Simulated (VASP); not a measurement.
The system is BP.

```
B P
1.0
     0.00000    2.26832    2.26832
     2.26832    0.00000    2.26832
     2.26832    2.26832    0.00000
B P
1 1
Direct
  0.00000 0.00000 0.00000
  0.25000 0.25000 0.25000
```

Base run:

| Quantity | Value |
| --- | --- |
| Program | VASP 6.6.1 |
| Functional | r2SCAN |
| Potentials or basis | VASP PAW PBE potentials, release 64 (B, P) |
| Cutoff | 520 eV |
| k mesh | 8 × 8 × 8 |
| Occupations | gaussian, width 0.01 eV |
| Spin | no spin polarisation |

Its results: band gap on the k mesh 1.48 eV, indirect (least direct gap 3.64 eV); pressure -0.5 GPa.

Task: The run is repeated on the same cell with these changes: functional from r2SCAN to PBE. What comes out?

Result: Band gap on the k mesh 1.27 eV, indirect (least direct gap 3.40 eV); pressure 1.1 GPa.

r2SCAN gives the wider gap, since meta-GGAs in the generalised Kohn-Sham scheme recover part of the derivative discontinuity.

Caveats: the PAW data sets were made with another functional, which shifts forces and pressure a little (some runs).

A k mesh can miss the band edges.
